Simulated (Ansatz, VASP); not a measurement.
# Rh in VASP and in Ansatz

```xyz
1
Lattice="0.0000 1.9000 1.9000 1.9000 0.0000 1.9000 1.9000 1.9000 0.0000" Properties=species:S:1:pos:R:3 pbc="T T T"
Rh    0.0000    0.0000    0.0000
```

Alike in both runs: functional r2SCAN; k mesh 18 × 18 × 18; occupations gaussian, width 0.1 eV; no spin polarisation.

Ansatz relaxed the structure, and its values are those at the end. VASP's run is a single point on that final structure, the one shown.

|  | VASP | Ansatz |
| --- | --- | --- |
| version | VASP 6.6.1 | Ansatz 0.2.0 |
| potentials or method | VASP PAW PBE potentials, release 64 (Rh_sv_GW), cutoff 680 eV | scalar-relativistic, plane waves, PAW |
| valence electrons in the cell | 17 | 17 |

|  | VASP | Ansatz | Ansatz less VASP |
| --- | --- | --- | --- |
| gap on the k mesh at the Fermi level (eV) | none | none | - |
| pressure (GPa) | 0.0 | 0.0 | -0.05 |

VASP's potentials were made for PBE, not for r2SCAN. A gap of «none» marks a metal or a gap that the smearing closes. The functional is the same, so the differences come from potentials, cutoffs and numerics.
